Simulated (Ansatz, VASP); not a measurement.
# Two plane-wave programs on WS2

Contents of INCAR:

```
SYSTEM = WS2
ALGO = Normal
EDIFF = 1E-6
ENCUT = 520
GGA = PS
ISIF = 2
ISMEAR = 0
IVDW = 12
LASPH = .TRUE.
LCHARG = .FALSE.
LREAL = .FALSE.
LWAVE = .FALSE.
NBANDS = 35
NELM = 80
PREC = Accurate
SIGMA = 0.05
```

File KPOINTS:

```
k-points
0
G
  12 12 4
  0 0 0
```

File POSCAR:

```
WS2
1.0
    3.1147273971      0.0000000000      0.0000000000
   -1.5573636985      2.6974330517      0.0000000000
    0.0000000000      0.0000000000     11.7722466704
W S
2 4
Direct
    0.3333333333      0.6666666667      0.2500000000
    0.6666666667      0.3333333333      0.7500000000
    0.3333333333      0.6666666667      0.6164531912
    0.6666666667      0.3333333333      0.1164531912
    0.3333333333      0.6666666667      0.8835468088
    0.6666666667      0.3333333333      0.3835468088
```

Input for Ansatz:

```yaml
crystal:
  lattice:
    - [3.1147273971, 0.0, 0.0]
    - [-1.5573636985, 2.6974330517, 0.0]
    - [0.0, 0.0, 11.7722466704]
  atoms:
    - { symbol: W, position: [0.3333333333, 0.6666666667, 0.25] }
    - { symbol: W, position: [0.6666666667, 0.3333333333, 0.75] }
    - { symbol: S, position: [0.3333333333, 0.6666666667, 0.6164531912] }
    - { symbol: S, position: [0.6666666667, 0.3333333333, 0.1164531912] }
    - { symbol: S, position: [0.3333333333, 0.6666666667, 0.8835468088] }
    - { symbol: S, position: [0.6666666667, 0.3333333333, 0.3835468088] }
basis:
  ecutwfc: 420
kpoints:
  mp_grid: { grid: [12, 12, 4] }
hamiltonian:
  xc: pbesol
  dispersion: d3bj
scf:
  occupations: { method: gaussian, width: 0.05 }
output:
  forces: true
  stress: true
  eigenvalues: true
  write_density: true
  write_potential: true
  elf: true
  volumetric_format: npy
```

Alike in both runs: task single point; functional PBEsol; dispersion D3(BJ); k mesh 12 × 12 × 4; occupations gaussian, width 0.05 eV; no spin polarisation.

|  | VASP | Ansatz |
| --- | --- | --- |
| version | VASP 6.6.1 | Ansatz 0.2.0 |
| potentials or method | VASP PAW PBE potentials, release 64 (W_sv, S), cutoff 520 eV | scalar-relativistic, plane waves, PAW |
| valence electrons in the cell | 52 | 52 |

VASP gave:

```
gap on the k mesh at the Fermi level (eV) : 0.68
least direct gap on the mesh (eV)         : 1.93
pressure (GPa)                            : 0.1
rms of the force components (eV/Å)        : 0.009
```

Q: Estimate Ansatz's values.

A: gap on the k mesh at the Fermi level (eV): 0.66; least direct gap on the mesh (eV): 1.92; pressure (GPa): 0.0; rms of the force components (eV/Å): 0.000.

VASP's potentials were made for PBE, not for PBEsol. Atom by atom the forces differ by 0.009 eV/Å (rms over components).

Spin-orbit coupling is off throughout.
